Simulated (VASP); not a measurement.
# Zn5CdS6 (P3m1) in VASP: single point with r2SCAN

Aim: the single point of Zn5CdS6 with r2SCAN.

All numbers are computed with VASP 6.6.1; they aren't measurements. Logs are shortened: lines on timing, memory, paths and dates and some standing lists are left out, and cuts for length are marked.

### Step 1. The cell of the first run

Symmetry: P3m1, No. 156, trigonal system. Conventional cell: a = 3.894 Å, b = 3.894 Å, c = 19.277 Å, α = 90.00°, β = 90.00°, γ = 120.00°. Zn (site symmetry 3m) has 4 S at 2.36 to 2.38 Å within 3.1 Å. Within 3.1 Å of Zn (site symmetry 3m) lie 4 S at 2.36 to 2.38 Å. Zn (site symmetry 3m) has 4 S at 2.35 to 2.37 Å within 3.1 Å. Zn (site symmetry 3m) has 4 S at 2.36 to 2.38 Å within 3.1 Å. Zn (site symmetry 3m) has 4 S at 2.36 to 2.38 Å within 3.1 Å. Cd (site symmetry 3m) has 4 S at 2.50 to 2.55 Å within 3.3 Å. Within 3.1 Å of S (site symmetry 3m) lie 4 Zn at 2.36 to 2.37 Å. S (site symmetry 3m) has 3 Zn at 2.38 Å and 1 Cd at 2.55 Å within 3.1 Å.

### Step 2. Single point, r2SCAN

The input, POSCAR:

```
Zn5CdS6
1.0
    3.8936491629      0.0000000000      0.0000000000
   -1.9468245815      3.3719990885      0.0000000000
    0.0000000000      0.0000000000     19.2771703100
Zn Cd S
5 1 6
Direct
    0.3333333333      0.6666666667      0.9958812979
    0.3333333333      0.6666666667      0.6710020844
    0.6666666667      0.3333333333      0.1579405223
    0.6666666667      0.3333333333      0.5086136927
    0.6666666667      0.3333333333      0.8334316935
    0.3333333333      0.6666666667      0.3362051130
    0.3333333333      0.6666666667      0.1183145243
    0.3333333333      0.6666666667      0.4684687018
    0.3333333333      0.6666666667      0.7934351210
    0.6666666667      0.3333333333      0.2798172435
    0.6666666667      0.3333333333      0.6310326838
    0.6666666667      0.3333333333      0.9558573219
```

The input, INCAR.step1:

```
PREC     = Accurate       # precision mode
ENCUT    = 520            # plane-wave cutoff, eV
ISMEAR   = 0              # smearing method
SIGMA    = 0.02           # smearing width, eV
LREAL    = F              # projectors in reciprocal space
LASPH    = T              # aspherical terms in the spheres
NELM     = 80             # most SCF steps
NBANDS   = 66             # bands
GGA      = PE             # functional
ALGO     = Normal         # electronic algorithm
EDIFF    = 1E-4           # SCF threshold, eV
LWAVE    = T              # write WAVECAR
LCHARG   = F              # write CHGCAR
KPAR     = 4
```

The input, INCAR.step2:

```
PREC     = Accurate       # precision mode
ENCUT    = 520            # plane-wave cutoff, eV
EDIFF    = 1E-7           # SCF threshold, eV
ISMEAR   = 0              # smearing method
SIGMA    = 0.02           # smearing width, eV
LREAL    = F              # projectors in reciprocal space
LASPH    = T              # aspherical terms in the spheres
NELM     = 80             # most SCF steps
ALGO     = Normal         # electronic algorithm
ISIF     = 2              # what is computed and relaxed
LWAVE    = F              # write WAVECAR
LCHARG   = T              # write CHGCAR
METAGGA  = R2SCAN         # meta-GGA
LMIXTAU  = T            
LVHAR    = T            
NBANDS   = 66             # bands
ISTART   = 1            
KPAR     = 4
```

The input, KPOINTS:

```
Automatic mesh
0
Gamma
  12 12 2
```

Potentials or basis: VASP PAW PBE potentials, release 64 (Zn, Cd, S).

Command:

```console
$ cat potpaw_PBE.64/Zn/POTCAR potpaw_PBE.64/Cd/POTCAR potpaw_PBE.64/S/POTCAR > POTCAR
$ cp INCAR.step1 INCAR
$ mpirun -np 4 vasp_std > vasp.out
$ cp INCAR.step2 INCAR
$ mpirun -np 4 vasp_std > vasp.out
```

OUTCAR:

```text
PREC = Accurate
   ENCUT = 520
   EDIFF = 1E-7
   ISMEAR = 0
   LREAL = F
   LASPH = T
   NELM = 80
   ISIF = 2
   METAGGA = R2SCAN
   ISTART = 1

 ion  position               nearest neighbor table
   1  0.333  0.667  0.996-   7 2.36  12 2.38  12 2.38  12 2.38
   2  0.333  0.667  0.671-   9 2.36  11 2.38  11 2.38  11 2.38
   3  0.667  0.333  0.158-  10 2.35   7 2.37   7 2.37   7 2.37
   4  0.667  0.333  0.509-  11 2.36   8 2.38   8 2.38   8 2.38
   5  0.667  0.333  0.833-  12 2.36   9 2.38   9 2.38   9 2.38
   6  0.333  0.667  0.336-  10 2.50  10 2.50  10 2.50   8 2.55
   7  0.333  0.667  0.118-   1 2.36   3 2.37   3 2.37   3 2.37
   8  0.333  0.667  0.468-   4 2.38   4 2.38   4 2.38   6 2.55
   9  0.333  0.667  0.793-   2 2.36   5 2.38   5 2.38   5 2.38
  10  0.667  0.333  0.280-   3 2.35   6 2.50   6 2.50   6 2.50
  11  0.667  0.333  0.631-   4 2.36   2 2.38   2 2.38   2 2.38
  12  0.667  0.333  0.956-   5 2.36   1 2.38   1 2.38   1 2.38

  LATTYP: Found a hexagonal cell.
 ALAT       =     3.8936491629
 C/A-ratio  =     4.9509263684

  Lattice vectors:

 A1 = (   3.8936491629,   0.0000000000,   0.0000000000)
 A2 = (  -1.9468245815,   3.3719990885,   0.0000000000)
 A3 = (   0.0000000000,   0.0000000000,  19.2771703100)

Analysis of symmetry for initial positions (statically):
=====================================================================
 Subroutine PRICEL returns:
 Original cell was already a primitive cell.

 Routine SETGRP: Setting up the symmetry group for a
 hexagonal supercell.

 Subroutine GETGRP returns: Found  6 space group operations
 (whereof  6 operations were pure point group operations)
 out of a pool of 24 trial point group operations.

The static configuration has the point symmetry C_3v.

Analysis of symmetry for dynamics (positions and initial velocities):
=====================================================================
 Subroutine PRICEL returns:
 Original cell was already a primitive cell.

 Routine SETGRP: Setting up the symmetry group for a
 hexagonal supercell.

 Subroutine GETGRP returns: Found  6 space group operations
 (whereof  6 operations were pure point group operations)
 out of a pool of 24 trial point group operations.

The dynamic configuration has the point symmetry C_3v.

[... 126 lines left out ...]
   POTIM  = 0.5000    time-step for ionic-motion
   TEBEG  =    0.0;   TEEND  =   0.0 temperature during run
   PSTRESS=    0.0 pullay stress
   NELECT =     108.0000    total number of electrons
   NUPDOWN=      -1.0000    fix difference up-down
   EMIN   =  10.00;   EMAX   =-10.00  energy-range for DOS
   EFERMI =   0.00;   METHOD = LEGACY
   ISMEAR =     0;   SIGMA  =   0.02  broadening in eV -4-tet -1-fermi 0-gaus
   EFERMI_NEDOS =   21; number of points for ismear=-14 and -15
   IALGO  =     38    algorithm
   IMIX   =      4    mixing-type and parameters
     AMIX     =   0.40;   BMIX     =  1.00
     AMIX_MAG =   1.60;   BMIX_MAG =  1.00
  volume/ion in A,a.u.               =      21.09       142.33
  Fermi-wavevector in a.u.,A,eV,Ry     =   1.232500  2.329087 20.668012  1.519056
  Thomas-Fermi vector in A             =   2.367268
   LORBIT       =      0    0 simple, 1 ext, 2 COOP (PROOUT), +10 PAW based schemes
   METAGGA = R2SCAN    functional components
   LHFCALC =     F    Hartree Fock is set to
   AEXX    =    0.0000 exact exchange contribution
   IVDW    =     0    specifies the selected vdW correction
   LEPSILON=     F    determine dielectric tensor
   LRPA    =     F    only Hartree local field effects (RPA)
 non-spin polarized calculation
 Gauss-broadening in eV      SIGMA  =   0.02
  energy-cutoff  :      520.00
  volume of cell :      253.10
 maximum number of plane-waves:      6856
 NGX is ok and might be reduce to    30
   NGX = 15   NGY = 15   NGZ = 71

 number of electron     107.9999964 magnetization

 Free energy of the ion-electron system (eV)
  ---------------------------------------------------
  ext. energy  EPLUGINS =         0.00000000
  ---------------------------------------------------
  free energy    TOTEN  =      -123.72634978 eV

  energy without entropy =     -123.72634978  energy(sigma->0) =     -123.72634978

 E-fermi :   1.7775     XC(G=0): -10.0491

 val. band max:        1.6818617480   @ k =   0.0000   0.0000   0.0000
 cond. band min:       3.7675785434   @ k =   0.0000   0.0000   0.0000
 fundamental gap:      2.0857167954
 Fermi energy:         1.7775055346

 k-point     1 :       0.0000    0.0000    0.0000
  band No.  band energies     occupation
      1     -11.9701      2.00000
      2     -11.7881      2.00000
      3     -11.6454      2.00000
      4     -11.3603      2.00000
      5     -11.2291      2.00000
      6     -11.0050      2.00000
[... 1645 lines left out ...]
     65       8.0741      0.00000
     66       8.3381      0.00000

 [... further k-points ...]

------------------------ aborting loop because EDIFF is reached ----------------------------------------

  FORCE on cell =-STRESS in cart. coord.  units (eV):
  Direction    XX          YY          ZZ          XY          YZ          ZX
  --------------------------------------------------------------------------------------
  -------------------------------------------------------------------------------------
  Total       -3.0939198     -3.0939198     -3.1192724      0.0000000      0.0000000      0.0000000
  in kB      -19.5853839    -19.5853839    -19.7458726      0.0000000      0.0000000      0.0000000
  external PRESSURE =     -19.6388801 kB  Pullay stress =       0.0000000 kB

 VOLUME and BASIS-vectors are now :
 -----------------------------------------------------------------------------
  energy-cutoff  :      520.00
  volume of cell :      253.10
      direct lattice vectors                 reciprocal lattice vectors
     3.893649163  0.000000000  0.000000000     0.256828481  0.148279993  0.000000000
    -1.946824582  3.371999088  0.000000000     0.000000000  0.296559985  0.000000000
     0.000000000  0.000000000 19.277170310     0.000000000  0.000000000  0.051874833

 POSITION                                       TOTAL-FORCE (eV/Angst)
 -----------------------------------------------------------------------------------
     -0.00000      2.24800     19.19777        -0.000000      0.000000      0.008301
     -0.00000      2.24800     12.93502        -0.000000      0.000000      0.017321
      1.94682      1.12400      3.04465        -0.000000      0.000000      0.009359
      1.94682      1.12400      9.80463         0.000000      0.000000      0.018424
      1.94682      1.12400     16.06620         0.000000     -0.000000      0.008282
     -0.00000      2.24800      6.48108        -0.000000      0.000000     -0.016120
     -0.00000      2.24800      2.28077        -0.000000      0.000000     -0.012024
     -0.00000      2.24800      9.03075        -0.000000      0.000000      0.061091
     -0.00000      2.24800     15.29518        -0.000000      0.000000     -0.013226
      1.94682      1.12400      5.39408        -0.000000      0.000000     -0.057515
      1.94682      1.12400     12.16452        -0.000000      0.000000     -0.010976
      1.94682      1.12400     18.42622        -0.000000      0.000000     -0.012919
 -----------------------------------------------------------------------------------
    total drift:                               -0.000023      0.000013     -0.002809

  FREE ENERGIE OF THE ION-ELECTRON SYSTEM (eV)
  ---------------------------------------------------
  free  energy   TOTEN  =      -123.7263497838 eV

  energy  without entropy=     -123.7263497838  energy(sigma->0) =     -123.72634978
```

OSZICAR.step1:

```text
N       E                     dE             d eps       ncg     rms          rms(c)
DAV:   1     0.982396035074E+03    0.98240E+03   -0.48679E+04  5016   0.188E+03
DAV:   2     0.108144442133E+03   -0.87425E+03   -0.83988E+03  5024   0.466E+02
DAV:   3    -0.341394743133E+02   -0.14228E+03   -0.13901E+03  5566   0.170E+02
DAV:   4    -0.427234749517E+02   -0.85840E+01   -0.85264E+01  5792   0.416E+01
DAV:   5    -0.429030200009E+02   -0.17955E+00   -0.17932E+00  5992   0.610E+00    0.168E+01
DAV:   6    -0.400835613000E+02    0.28195E+01   -0.54312E+00  7136   0.402E+01    0.129E+01
DAV:   7    -0.403892666479E+02   -0.30571E+00   -0.86642E+00  5820   0.989E+00    0.483E+00
DAV:   8    -0.401790769994E+02    0.21019E+00   -0.93564E-01  6344   0.710E+00    0.145E+00
DAV:   9    -0.401777624049E+02    0.13146E-02   -0.15962E-01  6508   0.307E+00    0.378E-01
DAV:  10    -0.401783211736E+02   -0.55877E-03   -0.70685E-03  5886   0.888E-01    0.288E-01
DAV:  11    -0.401788476379E+02   -0.52646E-03   -0.11421E-03  5820   0.353E-01    0.158E-01
DAV:  12    -0.401791358410E+02   -0.28820E-03   -0.45863E-04  4668   0.180E-01    0.355E-02
DAV:  13    -0.401791420977E+02   -0.62568E-05   -0.61228E-05  3360   0.867E-02
   1 F= -.40179142E+02 E0= -.40179142E+02  d E =-.255994E-12
```

Wall time 26 min (4 MPI ranks of Oxide Virtual Turin-like, shared host); peak memory 0.71 GiB.

What came out:

```yaml
Free_energy: -123.7263 eV
Pressure: -2.0 GPa
Largest_force: 0.061 eV/Å
Band_gap_on_the_k_mesh: 2.09 eV
```

Forces in eV/Å, atoms in the order of the input:
```
Zn   0.000  0.000  0.008
Zn   0.000  0.000  0.017
Zn   0.000  0.000  0.009
Zn   0.000  0.000  0.018
Zn   0.000  0.000  0.008
Cd   0.000  0.000 -0.016
S    0.000  0.000 -0.012
S    0.000  0.000  0.061
S    0.000  0.000 -0.013
S    0.000  0.000 -0.058
S    0.000  0.000 -0.011
S    0.000  0.000 -0.013
```

Caveat: the PAW data sets were made with another functional, which shifts forces and pressure a little.
